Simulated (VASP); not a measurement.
Runs of VASP 6.6.1 on KZnCl3. The structure is that of space group Pm-3m (No. 221), or close to it. The cells are those of the table. 

```csv
level,cell,smearing,gap on the mesh (eV),pressure (GPa)
PBE,"a = 4.900 Å, angles 90.0, 90.0, 90.9°, 5 atoms",fermi-dirac 0.02 eV,1.59,1.7
PBE,"a = 4.900 Å, 5 atoms",fermi-dirac 0.02 eV,1.62,1.7
PBE,"a = 5.047 Å, 5 atoms",fermi-dirac 0.02 eV,1.31,-1.5
r2SCAN,"a = 5.047 Å, 5 atoms",gaussian 0.01 eV,1.95,-3.0
r2SCAN,"a = 4.900 Å, angles 90.0, 90.0, 90.9°, 5 atoms",gaussian 0.01 eV,2.25,0.0
r2SCAN,"a = 4.704, b = 4.900, c = 4.900 Å, 5 atoms",gaussian 0.01 eV,(b),2.0
PBE,"a = 4.704, b = 4.900, c = 4.900 Å, 5 atoms",fermi-dirac 0.02 eV,1.64,(a)
r2SCAN,"a = 4.900 Å, 5 atoms",gaussian 0.01 eV,2.27,0.0
PBE,"a = 5.023 Å, 5 atoms",fermi-dirac 0.02 eV,1.36,-1.1
r2SCAN,"a = 5.023 Å, 5 atoms",gaussian 0.01 eV,2.01,-2.6
```

Alike in all rows: task single point; potentials or basis VASP PAW PBE potentials, release 64 (K_sv, Zn, Cl); no spin polarisation; k mesh 6 × 6 × 6; cutoff (eV) 520.

Question: Estimate the missing entries.

Answer: (a) 3.7; (b) 2.30.

Caveats: the PAW data sets were made with another functional, which shifts forces and pressure a little (at least some runs); the cell stands under tension (at least some runs); the cell stands under pressure (at least some runs).

A k mesh can miss the band edges.
